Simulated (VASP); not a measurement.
# AgAs (Pnma) in VASP: single point with r2SCAN

Aim: the single point of AgAs with r2SCAN.

All numbers are computed with VASP 6.6.1; they aren't measurements. Logs are shortened: lines on timing, memory, paths and dates and some standing lists are left out, and cuts for length are marked.

### Step 1. The cell of the first run

It takes space group Pnma (No. 62, orthorhombic). Conventional cell: a = 5.927 Å, b = 3.551 Å, c = 7.562 Å, α = 90.00°, β = 90.00°, γ = 90.00°. Ag (site symmetry m) has 6 As at 2.62 to 3.30 Å and 6 Ag at 2.90 to 3.55 Å within 3.6 Å. As (site symmetry m) has 2 As at 2.52 Å and 6 Ag at 2.62 to 3.30 Å within 3.3 Å.

### Step 2. Single point, r2SCAN

Input file POSCAR:

```
AgAs
1.0
    7.5615277115      0.0000000000      0.0000000000
    0.0000000000      5.9265524445      0.0000000000
    0.0000000000      0.0000000000      3.5509633489
Ag As
4 4
Direct
    0.1497154252     -0.0333747295      0.2500000000
    0.8502845748      1.0333747295      0.7500000000
    0.6497154252      0.5333747295      0.7500000000
    0.3502845748      0.4666252705      0.2500000000
    0.5682689171      0.1229361871      0.2500000000
    0.4317310829      0.8770638129      0.7500000000
    0.0682689171      0.3770638129      0.7500000000
    0.9317310829      0.6229361871      0.2500000000
```

Input file INCAR.step1:

```
ALGO = Normal
EDIFF = 1E-4
ENCUT = 520
GGA = PE
ISMEAR = 0
LASPH = T
LCHARG = F
LREAL = F
LWAVE = T
NBANDS = 42
NELM = 60
PREC = Accurate
SIGMA = 0.0227
```

Input file INCAR.step2:

```
ALGO = Normal
EDIFF = 1E-6
ENCUT = 520
ISIF = 2
ISMEAR = 0
ISTART = 1
LASPH = T
LCHARG = F
LMIXTAU = T
LREAL = F
LWAVE = F
METAGGA = R2SCAN
NBANDS = 42
NELM = 60
PREC = Accurate
SIGMA = 0.0227
```

Input file KPOINTS:

```
k-points
0
Gamma
  4 4 8
```

Potentials or basis: VASP PAW PBE potentials, release 64 (Ag, As).

Launch:

```bash
$ cat potpaw_PBE.64/Ag/POTCAR potpaw_PBE.64/As/POTCAR > POTCAR
$ cp INCAR.step1 INCAR
$ mpirun -np 1 vasp_std > vasp.out
$ cp INCAR.step2 INCAR
$ mpirun -np 1 vasp_std > vasp.out
```

OUTCAR:

```text
EDIFF = 1E-6
   ENCUT = 520
   ISIF = 2
   ISMEAR = 0
   ISTART = 1
   LASPH = T
   LREAL = F
   METAGGA = R2SCAN
   NELM = 60
   PREC = Accurate

 ion  position               nearest neighbor table
   1  0.150  0.967  0.250-   8 2.62   6 2.83   6 2.83   2 2.90   2 2.90   7 3.07   7 3.07   4 3.33
                             4 3.33
   2  0.850  0.033  0.750-   7 2.62   5 2.83   5 2.83   1 2.90   1 2.90   8 3.07   8 3.07   3 3.33
                             3 3.33
   3  0.650  0.533  0.750-   6 2.62   8 2.83   8 2.83   4 2.90   4 2.90   5 3.07   5 3.07   2 3.33
                             2 3.33
   4  0.350  0.467  0.250-   5 2.62   7 2.83   7 2.83   3 2.90   3 2.90   6 3.07   6 3.07   1 3.33
                             1 3.33
   5  0.568  0.123  0.250-   6 2.52   6 2.52   4 2.62   2 2.83   2 2.83   3 3.07   3 3.07
   6  0.432  0.877  0.750-   5 2.52   5 2.52   3 2.62   1 2.83   1 2.83   4 3.07   4 3.07
   7  0.068  0.377  0.750-   8 2.52   8 2.52   2 2.62   4 2.83   4 2.83   1 3.07   1 3.07
   8  0.932  0.623  0.250-   7 2.52   7 2.52   1 2.62   3 2.83   3 2.83   2 3.07   2 3.07

  LATTYP: Found a simple orthorhombic cell.
 ALAT       =     3.5509633489
 B/A-ratio  =     1.6689984836
 C/A-ratio  =     2.1294299514

  Lattice vectors:

 A1 = (   0.0000000000,   0.0000000000,  -3.5509633489)
 A2 = (   0.0000000000,   5.9265524445,   0.0000000000)
 A3 = (   7.5615277115,   0.0000000000,   0.0000000000)

Analysis of symmetry for initial positions (statically):
=====================================================================
 Subroutine PRICEL returns:
 Original cell was already a primitive cell.

 Routine SETGRP: Setting up the symmetry group for a
 simple orthorhombic supercell.

 Subroutine GETGRP returns: Found  8 space group operations
 (whereof  2 operations were pure point group operations)
 out of a pool of  8 trial point group operations.

The static configuration has the point symmetry S_2 .
 The point group associated with its full space group is D_2h.

Analysis of symmetry for dynamics (positions and initial velocities):
=====================================================================
 Subroutine PRICEL returns:
 Original cell was already a primitive cell.

 Routine SETGRP: Setting up the symmetry group for a
 simple orthorhombic supercell.

 Subroutine GETGRP returns: Found  8 space group operations
 (whereof  2 operations were pure point group operations)
 out of a pool of  8 trial point group operations.

The dynamic configuration has the point symmetry S_2 .
 The point group associated with its full space group is D_2h.

 Subroutine INISYM returns: Found  8 space group operations
 (whereof  2 operations are pure point group operations),
 and found     1 'primitive' translations

----------------------------------------------------------------------------------------

                                     Primitive cell

  volume of cell :     159.1321

  direct lattice vectors                    reciprocal lattice vectors
     7.561527712  0.000000000  0.000000000     0.132248408  0.000000000  0.000000000
     0.000000000  5.926552445  0.000000000     0.000000000  0.168732161  0.000000000
     0.000000000  0.000000000  3.550963349     0.000000000  0.000000000  0.281613720

  length of vectors
     7.561527712  5.926552445  3.550963349     0.132248408  0.168732161  0.281613720

  position of ions in fractional coordinates (direct lattice)
     0.149715425  0.966625271  0.250000000
     0.850284575  0.033374729  0.750000000
     0.649715425  0.533374729  0.750000000
     0.350284575  0.466625271  0.250000000
     0.568268917  0.122936187  0.250000000
     0.431731083  0.877063813  0.750000000
     0.068268917  0.377063813  0.750000000
     0.931731083  0.622936187  0.250000000

  ion indices of the primitive-cell ions
   primitive index   ion index
                 1           1
                 2           2
                 3           3
                 4           4
                 5           5
                 6           6
                 7           7
                 8           8

----------------------------------------------------------------------------------------

 KPOINTS: k-points

Automatic generation of k-mesh.
 Grid dimensions read from file:
 generate k-points for:    4    4    8

 Generating k-lattice:

  Cartesian coordinates                     Fractional coordinates (reciprocal lattice)
     0.033062102  0.000000000  0.000000000     0.250000000  0.000000000  0.000000000
     0.000000000  0.042183040  0.000000000     0.000000000  0.250000000  0.000000000
     0.000000000  0.000000000  0.035201715     0.000000000  0.000000000  0.125000000

  Length of vectors
     0.033062102  0.042183040  0.035201715

  Shift w.r.t. Gamma in fractional coordinates (k-lattice)
     0.000000000  0.000000000  0.000000000

 Subroutine IBZKPT returns following result:
 ===========================================

 Found     45 irreducible k-points:

 Following reciprocal coordinates:
            Coordinates               Weight
  0.000000  0.000000  0.000000      1.000000
  0.250000  0.000000  0.000000      2.000000
  0.500000  0.000000  0.000000      1.000000
  0.000000  0.250000  0.000000      2.000000
  0.250000  0.250000  0.000000      4.000000
  0.500000  0.250000  0.000000      2.000000
[... 16 lines left out ...]
  0.250000  0.250000  0.250000      8.000000
  0.500000  0.250000  0.250000      4.000000
 [... further k-points ...]
   k-points           NKPTS =     45   k-points in BZ     NKDIM =     45   number of bands    NBANDS=     42
   number of dos      NEDOS =    301   number of ions     NIONS =      8
   total plane-waves  NPLWV =  75264
   dimension x,y,z NGX =    56 NGY =   48 NGZ =   28
   dimension x,y,z NGXF=   112 NGYF=   96 NGZF=   56
   ions per type =               4   4
   NGX,Y,Z   is equivalent  to a cutoff of  12.31, 13.46, 13.11 a.u.
   NGXF,Y,Z  is equivalent  to a cutoff of  24.62, 26.93, 26.22 a.u.
 SYSTEM =  unknown system
   PREC   = accura    normal or accurate (medium, high low for compatibility)
   ISTART =      1    job   : 0-new  1-cont  2-samecut
   ICHARG =      0    charge: 1-file 2-atom 10-const
   ISPIN  =      1    spin polarized calculation?
   LNONCOLLINEAR =      F non collinear calculations
   LSORBIT =      F    spin-orbit coupling
   LASPH  =      T    aspherical Exc in radial PAW
   ENCUT  =  520.0 eV  38.22 Ry    6.18 a.u.  14.06 11.02  6.60*2*pi/ulx,y,z
   NELM   =     60;   NELMIN=  2; NELMDL=  0     # of ELM steps
   EDIFF  = 0.1E-05   stopping-criterion for ELM
   LREAL  =      F    real-space projection
   EDIFFG = 0.1E-04   stopping-criterion for IOM
   NSW    =      0    number of steps for IOM
   IBRION =     -1    ionic relax: 0-MD 1-quasi-New 2-CG
   NFREE  =      0    steps in history (QN), initial steepest desc. (CG)
   ISIF   =      2    stress and relaxation
   ISYM   =      2    0-nonsym 1-usesym 2-fastsym
   POTIM  = 0.5000    time-step for ionic-motion
   TEBEG  =    0.0;   TEEND  =   0.0 temperature during run
   PSTRESS=    0.0 pullay stress
   NELECT =      64.0000    total number of electrons
   NUPDOWN=      -1.0000    fix difference up-down
   EMIN   =  10.00;   EMAX   =-10.00  energy-range for DOS
   EFERMI =   0.00;   METHOD = LEGACY
   ISMEAR =     0;   SIGMA  =   0.02  broadening in eV -4-tet -1-fermi 0-gaus
   EFERMI_NEDOS =   21; number of points for ismear=-14 and -15
   IALGO  =     38    algorithm
   IMIX   =      4    mixing-type and parameters
     AMIX     =   0.40;   BMIX     =  1.00
     AMIX_MAG =   1.60;   BMIX_MAG =  1.00
  volume/ion in A,a.u.               =      19.89       134.23
  Fermi-wavevector in a.u.,A,eV,Ry     =   1.208413  2.283570 19.868084  1.460263
  Thomas-Fermi vector in A             =   2.344022
   LORBIT       =      0    0 simple, 1 ext, 2 COOP (PROOUT), +10 PAW based schemes
   METAGGA = R2SCAN    functional components
   LHFCALC =     F    Hartree Fock is set to
   AEXX    =    0.0000 exact exchange contribution
   IVDW    =     0    specifies the selected vdW correction
   LEPSILON=     F    determine dielectric tensor
   LRPA    =     F    only Hartree local field effects (RPA)
 non-spin polarized calculation
 Gauss-broadening in eV      SIGMA  =   0.02
  energy-cutoff  :      520.00
  volume of cell :      159.13
 maximum number of plane-waves:      4316
   NGX = 29   NGY = 23   NGZ = 13

 number of electron      63.9999993 magnetization

 Free energy of the ion-electron system (eV)
  ---------------------------------------------------
  ext. energy  EPLUGINS =         0.00000000
  ---------------------------------------------------
  free energy    TOTEN  =      -142.74466696 eV

  energy without entropy =     -142.74462234  energy(sigma->0) =     -142.74464465

 E-fermi :   6.2423     XC(G=0): -11.3535

 val. band max:        6.1985699128   @ k =   0.2500   0.5000   0.1250
 cond. band min:       6.2820611488   @ k =   0.0000   0.2500   0.0000
 fundamental gap:      0.0834912359
 Fermi energy:         6.2422556754

 k-point     1 :       0.0000    0.0000    0.0000
  band No.  band energies     occupation
      1      -7.9859      2.00000
      2      -7.5248      2.00000
      3      -3.7442      2.00000
      4      -3.4289      2.00000
      5      -0.0017      2.00000
      6       0.6070      2.00000
[... 34 lines left out ...]
     41      12.9710      0.00000
     42      13.2272      0.00000

 k-point     2 :       0.2500    0.0000    0.0000
  band No.  band energies     occupation
      1      -7.9221      2.00000
      2      -7.5961      2.00000
      3      -3.7079      2.00000
      4      -3.4837      2.00000
      5      -0.1119      2.00000
      6       0.3128      2.00000
[... 979 lines left out ...]
     41      11.5090      0.00000
     42      12.4106      0.00000

 k-point    24 :       0.5000    0.2500    0.2500
  band No.  band energies     occupation
      1      -7.0581      2.00000
      2      -7.0581      2.00000
      3      -3.8119      2.00000
      4      -3.8119      2.00000
      5       0.2099      2.00000
      6       0.2099      2.00000
[... 34 lines left out ...]
     41      12.3965      0.00000
     42      12.3965      0.00000

 [... further k-points ...]

------------------------ aborting loop because EDIFF is reached ----------------------------------------

  FORCE on cell =-STRESS in cart. coord.  units (eV):
  Direction    XX          YY          ZZ          XY          YZ          ZX
  --------------------------------------------------------------------------------------
  -------------------------------------------------------------------------------------
  Total       -0.0243677     -0.0514958      0.0139035      0.0000000      0.0000000      0.0000000
  in kB       -0.2453395     -0.5184708      0.1399838      0.0000000      0.0000000      0.0000000
  external PRESSURE =      -0.2079422 kB  Pullay stress =       0.0000000 kB

 VOLUME and BASIS-vectors are now :
 -----------------------------------------------------------------------------
  energy-cutoff  :      520.00
  volume of cell :      159.13
      direct lattice vectors                 reciprocal lattice vectors
     7.561527712  0.000000000  0.000000000     0.132248408  0.000000000  0.000000000
     0.000000000  5.926552445  0.000000000     0.000000000  0.168732161  0.000000000
     0.000000000  0.000000000  3.550963349     0.000000000  0.000000000  0.281613720

 POSITION                                       TOTAL-FORCE (eV/Angst)
 -----------------------------------------------------------------------------------
      1.13208      5.72876      0.88774        -0.000616     -0.007589     -0.000000
      6.42945      0.19780      2.66322         0.000616      0.007589      0.000000
      4.91284      3.16107      2.66322        -0.000616      0.007589     -0.000000
      2.64869      2.76548      0.88774         0.000616     -0.007589      0.000000
      4.29698      0.72859      0.88774         0.015435      0.028443      0.000000
      3.26455      5.19796      2.66322        -0.015435     -0.028443     -0.000000
      0.51622      2.23469      2.66322         0.015435     -0.028443     -0.000000
      7.04531      3.69186      0.88774        -0.015435      0.028443      0.000000
 -----------------------------------------------------------------------------------
    total drift:                                0.000000      0.000000     -0.000000

  FREE ENERGIE OF THE ION-ELECTRON SYSTEM (eV)
  ---------------------------------------------------
  free  energy   TOTEN  =      -142.7446669623 eV

  energy  without entropy=     -142.7446223353  energy(sigma->0) =     -142.74464465
```

Wall time 23 min (1 thread of Intel Xeon 8259CL, shared host); peak memory 0.45 GiB.

What came out:

```
Free energy            : -142.7447 eV
Pressure               : 0.0 GPa
Largest force          : 0.032 eV/Å
Band gap on the k mesh : zero (bands 32 and 33 overlap by 0.77 eV)
```

Forces in eV/Å, atoms in the order of the input:
```
Ag  -0.001 -0.008  0.000
Ag   0.001  0.008  0.000
Ag  -0.001  0.008  0.000
Ag   0.001 -0.008  0.000
As   0.015  0.028  0.000
As  -0.015 -0.028  0.000
As   0.015 -0.028  0.000
As  -0.015  0.028  0.000
```

Caveat: the PAW data sets were made with another functional, which shifts forces and pressure a little.

The gap in the log of VASP goes by the Fermi energy; the results here count the filled bands.